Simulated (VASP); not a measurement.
Here is a VASP 6.6.1 calculation.

The input INCAR:

```
  PREC = Accurate
  ENCUT = 520
  EDIFF = 1E-7
  ISMEAR = 0
  SIGMA = 0.1
  LREAL = F
  LASPH = T
  NELM = 100
  ALGO = Normal
  ISIF = 2
  LWAVE = F
  LCHARG = F
  GGA = PS
  NBANDS = 12
```

The input KPOINTS:

```
Automatic mesh
0
Gamma
  8 8 8
```

POSCAR

```
Nb
1.0
   -1.6588161900      1.6588161900      1.6588161900
    1.6588161900     -1.6588161900      1.6588161900
    1.6588161900      1.6588161900     -1.6588161900
Nb
1
Direct
    0.0000000000      0.0000000000      0.0000000000
```

Potentials or basis: VASP PAW PBE potentials, release 64 (Nb_sv).

Command:

```bash
$ cat potpaw_PBE.64/Nb_sv/POTCAR > POTCAR
$ mpirun -np 1 vasp_std > vasp.out
```

Task: Predict the pressure.

Result: -6.9 GPa.

Caveat: the PAW data sets were made with another functional, which shifts forces and pressure a little.
